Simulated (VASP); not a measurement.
# LiF (F-43m) in VASP: single point with r2SCAN+rVV10

Aim: the single point of LiF with r2SCAN+rVV10.

All numbers are computed with VASP 6.6.1; they aren't measurements. Logs are shortened: lines on timing, memory, paths and dates and some standing lists are left out, and cuts for length are marked.

### 1 The cell of the first run

The structure is cubic, space group F-43m (No. 216). Conventional cell: a = 4.274 Å, b = 4.274 Å, c = 4.274 Å, α = 90.00°, β = 90.00°, γ = 90.00°. Li (site symmetry -43m) has 4 F at 1.85 Å within 2.5 Å. Within 2.5 Å of F (site symmetry -43m) lie 4 Li at 1.85 Å.

### 2 Single point, r2SCAN+rVV10

Contents of POSCAR:

```
LiF
1.0
    0.0000000000      2.1370702047      2.1370702047
    2.1370702047      0.0000000000      2.1370702047
    2.1370702047      2.1370702047      0.0000000000
Li F
1 1
Direct
    0.0000000000      0.0000000000      0.0000000000
    0.2500000000      0.2500000000      0.2500000000
```

Contents of INCAR.step1:

```
SYSTEM = LiF
PREC = Accurate ; ENCUT = 520
ISMEAR = -1 ; SIGMA = 0.03
LREAL = .FALSE. ; LASPH = .TRUE.
NELM = 80 ; NBANDS = 12
GGA = PE ; ALGO = Normal
EDIFF = 1E-4 ; LWAVE = .TRUE.
LCHARG = .FALSE.
```

Contents of INCAR.step2:

```
SYSTEM = LiF
PREC = Accurate ; ENCUT = 520
EDIFF = 1E-7 ; ISMEAR = -1
SIGMA = 0.03 ; LREAL = .FALSE.
LASPH = .TRUE. ; NELM = 80
ALGO = Normal ; ISIF = 2
LWAVE = .FALSE. ; LCHARG = .TRUE.
METAGGA = R2SCAN ; LMIXTAU = .TRUE.
LUSE_VDW = .TRUE. ; IVDW_NL = 2
BPARAM = 11.95 ; CPARAM = 0.0093
LELF = .TRUE. ; LVHAR = .TRUE.
NBANDS = 12 ; ISTART = 1
```

Contents of KPOINTS:

```
Automatic mesh
0
G
  12 12 12
  0 0 0
```

Potentials or basis: VASP PAW PBE potentials, release 64 (Li_sv, F).

Run with:

```
> cat potpaw_PBE.64/Li_sv/POTCAR potpaw_PBE.64/F/POTCAR > POTCAR
> cp INCAR.step1 INCAR
> mpirun -np 1 vasp_std > vasp.out
> cp INCAR.step2 INCAR
> mpirun -np 1 vasp_std > vasp.out
```

OUTCAR:

```text
SYSTEM = LiF
   PREC = Accurate
   ENCUT = 520
   EDIFF = 1E-7
   ISMEAR = -1
   LREAL = .FALSE.
   LASPH = .TRUE.
   NELM = 80
   ISIF = 2
   METAGGA = R2SCAN
   IVDW_NL = 2
   BPARAM = 11.95
   ISTART = 1

 ion  position               nearest neighbor table
   1  0.000  0.000  0.000-   2 1.85   2 1.85   2 1.85   2 1.85
   2  0.250  0.250  0.250-   1 1.85   1 1.85   1 1.85   1 1.85

  LATTYP: Found a face centered cubic cell.
 ALAT       =     4.2741404094

  Lattice vectors:

 A1 = (   0.0000000000,   2.1370702047,   2.1370702047)
 A2 = (   2.1370702047,   0.0000000000,   2.1370702047)
 A3 = (   2.1370702047,   2.1370702047,   0.0000000000)

Analysis of symmetry for initial positions (statically):
=====================================================================
 Subroutine PRICEL returns:
 Original cell was already a primitive cell.

 Routine SETGRP: Setting up the symmetry group for a
 face centered cubic supercell.

 Subroutine GETGRP returns: Found 24 space group operations
 (whereof 24 operations were pure point group operations)
 out of a pool of 48 trial point group operations.

The static configuration has the point symmetry T_d .

Analysis of symmetry for dynamics (positions and initial velocities):
=====================================================================
 Subroutine PRICEL returns:
 Original cell was already a primitive cell.

 Routine SETGRP: Setting up the symmetry group for a
 face centered cubic supercell.

 Subroutine GETGRP returns: Found 24 space group operations
 (whereof 24 operations were pure point group operations)
 out of a pool of 48 trial point group operations.

The dynamic configuration has the point symmetry T_d .

 Subroutine INISYM returns: Found 24 space group operations
 (whereof 24 operations are pure point group operations),
 and found     1 'primitive' translations

----------------------------------------------------------------------------------------

                                     Primitive cell

  volume of cell :      19.5203

  direct lattice vectors                    reciprocal lattice vectors
     0.000000000  2.137070205  2.137070205    -0.233965173  0.233965173  0.233965173
     2.137070205  0.000000000  2.137070205     0.233965173 -0.233965173  0.233965173
     2.137070205  2.137070205  0.000000000     0.233965173  0.233965173 -0.233965173

  length of vectors
     3.022273667  3.022273667  3.022273667     0.405239567  0.405239567  0.405239567

[... 89 lines left out ...]
   TEBEG  =    0.0;   TEEND  =   0.0 temperature during run
   PSTRESS=    0.0 pullay stress
   NELECT =      10.0000    total number of electrons
   NUPDOWN=      -1.0000    fix difference up-down
   EMIN   =  10.00;   EMAX   =-10.00  energy-range for DOS
   EFERMI =   0.00;   METHOD = LEGACY
   ISMEAR =    -1;   SIGMA  =   0.03  broadening in eV -4-tet -1-fermi 0-gaus
   EFERMI_NEDOS =   21; number of points for ismear=-14 and -15
   IALGO  =     38    algorithm
   IMIX   =      4    mixing-type and parameters
     AMIX     =   0.40;   BMIX     =  1.00
     AMIX_MAG =   1.60;   BMIX_MAG =  1.00
  volume/ion in A,a.u.               =       9.76        65.86
  Fermi-wavevector in a.u.,A,eV,Ry     =   1.309924  2.475397 23.346243  1.715900
  Thomas-Fermi vector in A             =   2.440489
   LORBIT       =      0    0 simple, 1 ext, 2 COOP (PROOUT), +10 PAW based schemes
   METAGGA = R2SCAN    functional components
   LHFCALC =     F    Hartree Fock is set to
   AEXX    =    0.0000 exact exchange contribution
   IVDW_NL    =     2    kernel type
   BPARAM     =11.9500
   IVDW    =     0    specifies the selected vdW correction
   LEPSILON=     F    determine dielectric tensor
   LRPA    =     F    only Hartree local field effects (RPA)
 non-spin polarized calculation
  energy-cutoff  :      520.00
  volume of cell :       19.52
 maximum number of plane-waves:       544
   NGX = 11   NGY = 11   NGZ = 11

 number of electron       9.9999990 magnetization

 Free energy of the ion-electron system (eV)
  ---------------------------------------------------
  ext. energy  EPLUGINS =         0.00000000
  ---------------------------------------------------
  free energy    TOTEN  =       -11.45616688 eV

  energy without entropy =      -11.45616688  energy(sigma->0) =      -11.45616688

 E-fermi :  -2.4709     XC(G=0):  -9.5008

 val. band max:       -3.1136800839   @ k =   0.0000   0.0000   0.0000
 cond. band min:       5.6097082746   @ k =   0.0000   0.0000   0.0000
 fundamental gap:      8.7233883585
 Fermi energy:        -2.4709086676

 k-point     1 :       0.0000    0.0000    0.0000
  band No.  band energies     occupation
      1     -44.4934      2.00000
      2     -23.5854      2.00000
      3      -3.1137      2.00000
      4      -3.1137      2.00000
      5      -3.1137      2.00000
      6       5.6097      0.00000
      7      18.0002      0.00000
      8      18.0002      0.00000
      9      18.0007      0.00000
     10      26.2328      0.00000
     11      26.2328      0.00000
     12      26.2328      0.00000
[... 331 lines left out ...]
 k-point    24 :      -0.4167    0.1667    0.0000
  band No.  band energies     occupation
      1     -44.4483      2.00000
      2     -23.3990      2.00000
      3      -4.9836      2.00000
      4      -3.6430      2.00000
      5      -3.4672      2.00000
      6       9.9428      0.00000
      7      12.5080      0.00000
      8      17.5368      0.00000
      9      17.6553      0.00000
     10      22.4378      0.00000
     11      25.3410      0.00000
     12      28.9829      0.00000

 [... further k-points ...]

------------------------ aborting loop because EDIFF is reached ----------------------------------------

  FORCE on cell =-STRESS in cart. coord.  units (eV):
  Direction    XX          YY          ZZ          XY          YZ          ZX
  --------------------------------------------------------------------------------------
  -------------------------------------------------------------------------------------
  Total       -0.0484165     -0.0484165     -0.0484165      0.0000000      0.0000000      0.0000000
  in kB       -3.9739030     -3.9739030     -3.9739030      0.0000000      0.0000000      0.0000000
  external PRESSURE =      -3.9739030 kB  Pullay stress =       0.0000000 kB

 VOLUME and BASIS-vectors are now :
 -----------------------------------------------------------------------------
  energy-cutoff  :      520.00
  volume of cell :       19.52
      direct lattice vectors                 reciprocal lattice vectors
     0.000000000  2.137070205  2.137070205    -0.233965173  0.233965173  0.233965173
     2.137070205  0.000000000  2.137070205     0.233965173 -0.233965173  0.233965173
     2.137070205  2.137070205  0.000000000     0.233965173  0.233965173 -0.233965173

 POSITION                                       TOTAL-FORCE (eV/Angst)
 -----------------------------------------------------------------------------------
      0.00000      0.00000      0.00000        -0.000000     -0.000000     -0.000000
      1.06854      1.06854      1.06854         0.000000      0.000000      0.000000
 -----------------------------------------------------------------------------------
    total drift:                                0.000000      0.000000     -0.000000

  FREE ENERGIE OF THE ION-ELECTRON SYSTEM (eV)
  ---------------------------------------------------
  free  energy   TOTEN  =       -11.4561668755 eV

  energy  without entropy=      -11.4561668755  energy(sigma->0) =      -11.45616688
```

OUTCAR.step1:

```text
SYSTEM = LiF
   PREC = Accurate
   ENCUT = 520
   ISMEAR = -1
   LREAL = .FALSE.
   LASPH = .TRUE.
[... 582 lines left out ...]
      0.00000      0.00000      0.00000         0.000000      0.000000      0.000000
      1.06854      1.06854      1.06854        -0.000000     -0.000000     -0.000000
 -----------------------------------------------------------------------------------
    total drift:                               -0.000001     -0.000001     -0.000001

  FREE ENERGIE OF THE ION-ELECTRON SYSTEM (eV)
  ---------------------------------------------------
  free  energy   TOTEN  =        -9.6129145351 eV

  energy  without entropy=       -9.6129145351  energy(sigma->0) =       -9.61291454
```

OSZICAR.step1:

```text
N       E                     dE             d eps       ncg     rms          rms(c)
DAV:   1     0.338838543808E+02    0.33884E+02   -0.51904E+03  1776   0.824E+02
DAV:   2    -0.892790775666E+01   -0.42812E+02   -0.41860E+02  2080   0.185E+02
DAV:   3    -0.103029272118E+02   -0.13750E+01   -0.13704E+01  2284   0.296E+01
DAV:   4    -0.103235820935E+02   -0.20655E-01   -0.20654E-01  1996   0.397E+00
DAV:   5    -0.103239153355E+02   -0.33324E-03   -0.33324E-03  2304   0.384E-01    0.523E+00
DAV:   6    -0.958203329171E+01    0.74188E+00   -0.34995E+00  1876   0.115E+01    0.162E+00
DAV:   7    -0.959361375624E+01   -0.11580E-01   -0.25757E-02  2040   0.144E+00    0.101E+00
DAV:   8    -0.961262000896E+01   -0.19006E-01   -0.26740E-02  1984   0.157E+00    0.185E-01
DAV:   9    -0.961253613277E+01    0.83876E-04   -0.14106E-03  2148   0.308E-01    0.703E-02
DAV:  10    -0.961292291897E+01   -0.38679E-03   -0.65769E-04  1988   0.184E-01    0.357E-02
DAV:  11    -0.961291453508E+01    0.83839E-05   -0.29911E-05  1596   0.476E-02
   1 F= -.96129145E+01 E0= -.96129145E+01  d E =-.135773E-10
```

It took 50 s on 1 thread of Intel Xeon 6975P-C (Granite Rapids), shared host; peak memory 0.21 GiB.

Results:

| Property | Result |
| --- | --- |
| Free energy | -11.4562 eV |
| Band gap on the k mesh | 8.72 eV, direct |

Caveat: the cutoff is under 1.25 times the usual one of these potentials, so pressure, stress and relaxed cells hold a basis-set (Pulay) error; the PAW data sets were made with another functional, which shifts forces and pressure a little. A k mesh can miss the band edges.
